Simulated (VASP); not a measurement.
# ZrB2 (P6/mmm) in VASP: further runs

Runs on ZrB2. Level: r2SCAN. Tasks: single point.

Program: VASP 6.6.1. These are calculated values, not measurements. Logs are shortened: lines on timing, memory, paths and dates and some standing lists are left out, and cuts for length are marked.

### 1 The cell of the first run

It takes space group P6/mmm (No. 191, hexagonal). The conventional cell has a = 3.170 Å, b = 3.170 Å, c = 3.533 Å, α = 90.00°, β = 90.00°, γ = 120.00°. Zr (site symmetry 6/mmm) has 12 B at 2.54 Å and 6 Zr at 3.17 Å within 3.4 Å. B (site symmetry -6m2) has 3 B at 1.83 Å within 2.4 Å.

### 2 Single point, r2SCAN

File POSCAR:

```
ZrB2
1.0
    3.1700000000      0.0000000000      0.0000000000
   -1.5850000000      2.7453005300      0.0000000000
    0.0000000000      0.0000000000      3.5330000000
Zr B
1 2
Direct
    0.0000000000      0.0000000000      0.0000000000
    0.6666666667      0.3333333333      0.5000000000
    0.3333333333      0.6666666667      0.5000000000
```

File INCAR.step1:

```
  PREC = Accurate
  ENCUT = 520
  ISMEAR = -1
  SIGMA = 0.05
  LREAL = False
  LASPH = True
  NELM = 80
  NBANDS = 16
  GGA = PE
  ALGO = Normal
  EDIFF = 1E-4
  LWAVE = True
  LCHARG = False
```

File INCAR.step2:

```
  PREC = Accurate
  ENCUT = 520
  EDIFF = 1E-7
  ISMEAR = -1
  SIGMA = 0.05
  LREAL = False
  LASPH = True
  NELM = 80
  ALGO = Normal
  ISIF = 2
  LWAVE = False
  LCHARG = True
  METAGGA = R2SCAN
  LMIXTAU = True
  LELF = True
  LVHAR = True
  NBANDS = 16
  ISTART = 1
```

File KPOINTS:

```
regular mesh
0
Gamma
  10 10 8
```

Potentials or basis: VASP PAW PBE potentials, release 64 (Zr_sv, B).

Launch:

```bash
> cat potpaw_PBE.64/Zr_sv/POTCAR potpaw_PBE.64/B/POTCAR > POTCAR
> cp INCAR.step1 INCAR
> mpirun -np 1 vasp_std > vasp.out
> cp INCAR.step2 INCAR
> mpirun -np 1 vasp_std > vasp.out
```

OUTCAR:

```text
PREC = Accurate
   ENCUT = 520
   EDIFF = 1E-7
   ISMEAR = -1
   LREAL = False
   LASPH = True
   NELM = 80
   ISIF = 2
   METAGGA = R2SCAN
   ISTART = 1

 ion  position               nearest neighbor table
   1  0.000  0.000  0.000-   2 2.54   3 2.54   2 2.54   3 2.54   2 2.54   2 2.54   3 2.54   3 2.54
                             2 2.54   2 2.54   3 2.54   3 2.54
   2  0.667  0.333  0.500-   3 1.83   3 1.83   3 1.83   1 2.54   1 2.54   1 2.54   1 2.54   1 2.54
                             1 2.54
   3  0.333  0.667  0.500-   2 1.83   2 1.83   2 1.83   1 2.54   1 2.54   1 2.54   1 2.54   1 2.54
                             1 2.54

  LATTYP: Found a hexagonal cell.
 ALAT       =     3.1700000000
 C/A-ratio  =     1.1145110410

  Lattice vectors:

 A1 = (   3.1700000000,   0.0000000000,   0.0000000000)
 A2 = (  -1.5850000000,   2.7453005300,   0.0000000000)
 A3 = (   0.0000000000,   0.0000000000,   3.5330000000)

Analysis of symmetry for initial positions (statically):
=====================================================================
 Subroutine PRICEL returns:
 Original cell was already a primitive cell.

 Routine SETGRP: Setting up the symmetry group for a
 hexagonal supercell.

 Subroutine GETGRP returns: Found 24 space group operations
 (whereof 24 operations were pure point group operations)
 out of a pool of 24 trial point group operations.

The static configuration has the point symmetry D_6h.

Analysis of symmetry for dynamics (positions and initial velocities):
=====================================================================
 Subroutine PRICEL returns:
 Original cell was already a primitive cell.

 Routine SETGRP: Setting up the symmetry group for a
 hexagonal supercell.

 Subroutine GETGRP returns: Found 24 space group operations
 (whereof 24 operations were pure point group operations)
 out of a pool of 24 trial point group operations.

The dynamic configuration has the point symmetry D_6h.

 Subroutine INISYM returns: Found 24 space group operations
 (whereof 24 operations are pure point group operations),
 and found     1 'primitive' translations

----------------------------------------------------------------------------------------

                                     Primitive cell

  volume of cell :      30.7463

  direct lattice vectors                    reciprocal lattice vectors
     3.170000000  0.000000000  0.000000000     0.315457413  0.182129422  0.000000000
    -1.585000000  2.745300530  0.000000000     0.000000000  0.364258845  0.000000000
     0.000000000  0.000000000  3.533000000     0.000000000  0.000000000  0.283045570

  length of vectors
     3.170000000  3.170000000  3.533000000     0.364258845  0.364258845  0.283045570

  position of ions in fractional coordinates (direct lattice)
     0.000000000  0.000000000  0.000000000
     0.666666667  0.333333333  0.500000000
     0.333333333  0.666666667  0.500000000

  ion indices of the primitive-cell ions
   primitive index   ion index
                 1           1
                 2           2
                 3           3

----------------------------------------------------------------------------------------

 KPOINTS: regular mesh

Automatic generation of k-mesh.
 Grid dimensions read from file:
 generate k-points for:   10   10    8

 Generating k-lattice:

  Cartesian coordinates                     Fractional coordinates (reciprocal lattice)
     0.031545741  0.018212942  0.000000000     0.100000000  0.000000000  0.000000000
     0.000000000  0.036425884  0.000000000     0.000000000  0.100000000  0.000000000
     0.000000000  0.000000000  0.035380696     0.000000000  0.000000000  0.125000000

  Length of vectors
     0.036425884  0.036425884  0.035380696

  Shift w.r.t. Gamma in fractional coordinates (k-lattice)
     0.000000000  0.000000000  0.000000000

 Subroutine IBZKPT returns following result:
 ===========================================

 Found     70 irreducible k-points:

 Following reciprocal coordinates:
            Coordinates               Weight
  0.000000  0.000000  0.000000      1.000000
  0.100000 -0.000000  0.000000      6.000000
  0.200000 -0.000000  0.000000      6.000000
  0.300000  0.000000  0.000000      6.000000
  0.400000  0.000000  0.000000      6.000000
  0.500000  0.000000  0.000000      3.000000
[... 16 lines left out ...]
  0.300000  0.100000  0.125000     24.000000
  0.400000  0.100000  0.125000     24.000000
 [... further k-points ...]
   k-points           NKPTS =     70   k-points in BZ     NKDIM =     70   number of bands    NBANDS=     16
   number of dos      NEDOS =    301   number of ions     NIONS =      3
   total plane-waves  NPLWV =  16128
   dimension x,y,z NGX =    24 NGY =   24 NGZ =   28
   dimension x,y,z NGXF=    48 NGYF=   48 NGZF=   56
   ions per type =               1   2
   NGX,Y,Z   is equivalent  to a cutoff of  12.59, 12.59, 13.18 a.u.
   NGXF,Y,Z  is equivalent  to a cutoff of  25.17, 25.17, 26.35 a.u.
 SYSTEM =  unknown system
   PREC   = accura    normal or accurate (medium, high low for compatibility)
   ISTART =      1    job   : 0-new  1-cont  2-samecut
   ICHARG =      0    charge: 1-file 2-atom 10-const
   ISPIN  =      1    spin polarized calculation?
   LNONCOLLINEAR =      F non collinear calculations
   LSORBIT =      F    spin-orbit coupling
   LASPH  =      T    aspherical Exc in radial PAW
   ENCUT  =  520.0 eV  38.22 Ry    6.18 a.u.   5.89  5.89  6.57*2*pi/ulx,y,z
   NELM   =     80;   NELMIN=  2; NELMDL=  0     # of ELM steps
   EDIFF  = 0.1E-06   stopping-criterion for ELM
   LREAL  =      F    real-space projection
   EDIFFG = 0.1E-05   stopping-criterion for IOM
   NSW    =      0    number of steps for IOM
   IBRION =     -1    ionic relax: 0-MD 1-quasi-New 2-CG
   NFREE  =      0    steps in history (QN), initial steepest desc. (CG)
   ISIF   =      2    stress and relaxation
   ISYM   =      2    0-nonsym 1-usesym 2-fastsym
   POTIM  = 0.5000    time-step for ionic-motion
   TEBEG  =    0.0;   TEEND  =   0.0 temperature during run
   PSTRESS=    0.0 pullay stress
   NELECT =      18.0000    total number of electrons
   NUPDOWN=      -1.0000    fix difference up-down
   EMIN   =  10.00;   EMAX   =-10.00  energy-range for DOS
   EFERMI =   0.00;   METHOD = LEGACY
   ISMEAR =    -1;   SIGMA  =   0.05  broadening in eV -4-tet -1-fermi 0-gaus
   EFERMI_NEDOS =   21; number of points for ismear=-14 and -15
   IALGO  =     38    algorithm
   IMIX   =      4    mixing-type and parameters
     AMIX     =   0.40;   BMIX     =  1.00
     AMIX_MAG =   1.60;   BMIX_MAG =  1.00
  volume/ion in A,a.u.               =      10.25        69.16
  Fermi-wavevector in a.u.,A,eV,Ry     =   1.369519  2.588016 25.518847  1.875582
  Thomas-Fermi vector in A             =   2.495387
   LORBIT       =      0    0 simple, 1 ext, 2 COOP (PROOUT), +10 PAW based schemes
   METAGGA = R2SCAN    functional components
   LHFCALC =     F    Hartree Fock is set to
   AEXX    =    0.0000 exact exchange contribution
   IVDW    =     0    specifies the selected vdW correction
   LEPSILON=     F    determine dielectric tensor
   LRPA    =     F    only Hartree local field effects (RPA)
 non-spin polarized calculation
  energy-cutoff  :      520.00
  volume of cell :       30.75
 maximum number of plane-waves:       844
 NGX is ok and might be reduce to    24
   NGX = 11   NGY = 11   NGZ = 13

 number of electron      18.0000000 magnetization

 Free energy of the ion-electron system (eV)
  ---------------------------------------------------
  ext. energy  EPLUGINS =         0.00000000
  ---------------------------------------------------
  free energy    TOTEN  =       -40.63357844 eV

  energy without entropy =      -40.63076038  energy(sigma->0) =      -40.63216941

 E-fermi :  10.5706     XC(G=0): -13.3757

 val. band max:       10.5416594642   @ k =   0.2000   0.2000   0.1250
 cond. band min:      10.7318124048   @ k =   0.1000  -0.0000   0.5000
 fundamental gap:      0.1901529406
 Fermi energy:        10.5705540962

 k-point     1 :       0.0000    0.0000    0.0000
  band No.  band energies     occupation
      1     -39.7645      2.00000
      2     -17.2547      2.00000
      3     -16.6876      2.00000
      4     -16.6876      2.00000
      5      -2.9927      2.00000
      6       7.8588      2.00000
[... 8 lines left out ...]
     15      15.9921      0.00000
     16      15.9921      0.00000

 k-point     2 :       0.1000   -0.0000    0.0000
  band No.  band energies     occupation
      1     -39.7528      2.00000
      2     -17.2372      2.00000
      3     -16.7890      2.00000
      4     -16.7092      2.00000
      5      -2.7809      2.00000
      6       7.2268      2.00000
[... 8 lines left out ...]
     15      16.7488      0.00000
     16      17.2842      0.00000

 k-point     3 :       0.2000   -0.0000    0.0000
  band No.  band energies     occupation
      1     -39.7218      2.00000
      2     -17.1911      2.00000
      3     -17.0463      2.00000
      4     -16.7653      2.00000
      5      -2.1787      2.00000
      6       5.8473      2.00000
[... 8 lines left out ...]
     15      17.8166      0.00000
     16      18.5873      0.00000

 k-point     4 :       0.3000    0.0000    0.0000
  band No.  band energies     occupation
      1     -39.6832      2.00000
      2     -17.3502      2.00000
      3     -17.1335      2.00000
      4     -16.8337      2.00000
      5      -1.2606      2.00000
      6       4.2843      2.00000
[... 8 lines left out ...]
     15      18.8262      0.00000
     16      21.0540      0.00000
[... 324 lines left out ...]
 k-point    22 :       0.2000    0.1000    0.1250
  band No.  band energies     occupation
      1     -39.6937      2.00000
      2     -17.2252      2.00000
      3     -17.1946      2.00000
      4     -16.8312      2.00000
      5      -1.4619      2.00000
      6       5.0098      2.00000
[... 8 lines left out ...]
     15      18.3095      0.00000
     16      19.6409      0.00000

 k-point    23 :       0.3000    0.1000    0.1250
  band No.  band energies     occupation
      1     -39.6587      2.00000
      2     -17.4645      2.00000
      3     -17.1486      2.00000
      4     -16.9109      2.00000
      5      -0.4892      2.00000
      6       3.4962      2.00000
[... 8 lines left out ...]
     15      18.5198      0.00000
     16      21.5308      0.00000

 k-point    24 :       0.4000    0.1000    0.1250
  band No.  band energies     occupation
      1     -39.6369      2.00000
      2     -17.6137      2.00000
      3     -17.1140      2.00000
      4     -16.9596      2.00000
      5       0.6816      2.00000
      6       2.0420      2.00000
[... 8 lines left out ...]
     15      19.3199      0.00000
     16      21.2289      0.00000

 [... further k-points ...]
[... 5 lines left out ...]
  --------------------------------------------------------------------------------------
  -------------------------------------------------------------------------------------
  Total        0.0120154      0.0120154      0.4896753      0.0000000     -0.0000000     -0.0000000
  in kB        0.6261153      0.6261153     25.5167863      0.0000000     -0.0000000     -0.0000000
  external PRESSURE =       8.9230056 kB  Pullay stress =       0.0000000 kB

 VOLUME and BASIS-vectors are now :
 -----------------------------------------------------------------------------
  energy-cutoff  :      520.00
  volume of cell :       30.75
      direct lattice vectors                 reciprocal lattice vectors
     3.170000000  0.000000000  0.000000000     0.315457413  0.182129422  0.000000000
    -1.585000000  2.745300530  0.000000000     0.000000000  0.364258845  0.000000000
     0.000000000  0.000000000  3.533000000     0.000000000  0.000000000  0.283045570

 POSITION                                       TOTAL-FORCE (eV/Angst)
 -----------------------------------------------------------------------------------
      0.00000      0.00000      0.00000         0.000000      0.000000      0.000000
      1.58500      0.91510      1.76650        -0.000000      0.000000      0.000000
     -0.00000      1.83020      1.76650         0.000000     -0.000000      0.000000
 -----------------------------------------------------------------------------------
    total drift:                               -0.000000      0.000000     -0.000000

  FREE ENERGIE OF THE ION-ELECTRON SYSTEM (eV)
  ---------------------------------------------------
  free  energy   TOTEN  =       -40.6335784396 eV

  energy  without entropy=      -40.6307603751  energy(sigma->0) =      -40.63216941
```

Run time: 90 s. Hardware: 1 thread of Intel Xeon Platinum 8259CL at 2.50GHz (Skylake/Cascade Lake), shared host; peak memory 0.17 GiB.

Results:

* Free energy: -40.6336 eV
* Pressure: 0.9 GPa
* Band gap on the k mesh: zero (band 9 reaches 11.26 eV, above the bottom of band 10 at 10.40 eV)

Caveat: the PAW data sets were made with another functional, which shifts forces and pressure a little.

[end of part 1 of 2]
